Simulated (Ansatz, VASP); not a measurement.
Two plane-wave programs on Be4ZnTe

```
Be Zn Te
1.0
     3.78154    0.00000    0.00000
    -1.89077    3.27491    0.00000
     0.00000    0.00000    7.11507
Be Zn Te
4 1 1
Cartesian
  3.1542 1.0897 4.1588
  0.0000 2.1833 6.0451
  1.2607 2.1868 4.1588
  1.2574 -0.0016 4.1588
  1.8908 1.0916 2.1052
  0.0000 0.0000 0.0782
```

Alike in both runs: functional PBE; k mesh 5 × 5 × 3; occupations gaussian, width 0.2 eV; no spin polarisation.

Ansatz relaxed the structure, and its values are those at the end. VASP's run is a single point on that final structure, the one shown.

|  | VASP | Ansatz |
| --- | --- | --- |
| version | VASP 6.6.1 | Ansatz 0.2.0 |
| potentials or method | VASP PAW PBE potentials, release 64 (Be, Zn, Te), cutoff 600 eV | scalar-relativistic, plane waves, PAW |
| valence electrons in the cell | 26 | 36 |

```tsv
	VASP	Ansatz	Ansatz less VASP
gap on the k mesh at the Fermi level (eV)	none	none	-
pressure (GPa)	0.2	0.1	-0.12
rms of the force components (eV/Å)	0.010	0.011	+0.0011
```

A gap of «none» marks a metal or a gap that the smearing closes. VASP's potentials hold 26 valence electrons a cell and Ansatz's 36, so a difference there can come from the potentials and not from the codes.

The k mesh is coarse, so the values compare programs but aren't converged. Neither program's run includes spin-orbit coupling.
